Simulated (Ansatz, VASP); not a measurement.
## TiSi16 in VASP and in Ansatz

```
Si Ti
1.0
     0.00000    5.43000    5.43000
     5.43000    0.00000    5.43000
     5.43000    5.43000    0.00000
Si Ti
16 1
Direct
  0.99828 0.99452 0.99845
  0.12510 0.12512 0.12535
  0.00120 0.00016 0.49914
  0.13449 0.12429 0.61548
  0.99840 0.50940 0.99856
  0.11767 0.63288 0.11751
  0.01549 0.50182 0.48128
  0.13414 0.62643 0.61573
  0.49889 0.00013 0.00153
  0.61538 0.12416 0.13478
  0.50566 0.99830 0.50594
  0.63000 0.12043 0.63033
  0.48134 0.50167 0.01571
  0.61562 0.62640 0.13437
  0.50539 0.49126 0.50564
  0.62629 0.62399 0.62640
  0.87126 0.37905 0.87132
```

Alike in both runs: functional PBE; k mesh 2 × 2 × 2; occupations gaussian, width 0.02 eV; no spin polarisation.

Ansatz relaxed the structure, and its values are those at the end. VASP's run is a single point on that final structure, the one shown.

```csv
,VASP,Ansatz
version,VASP 6.6.1,Ansatz 0.2.0
potentials or method,"VASP PAW PBE potentials, release 64 (Si, Ti_sv), cutoff 520 eV","scalar-relativistic, plane waves, PAW"
valence electrons in the cell,76,76
```

|  | VASP | Ansatz | Ansatz less VASP |
| --- | --- | --- | --- |
| rms of the force components (eV/Å) | 0.007 | 0.007 | -0.0004 |

The k mesh is coarse, so the values compare programs but aren't converged.
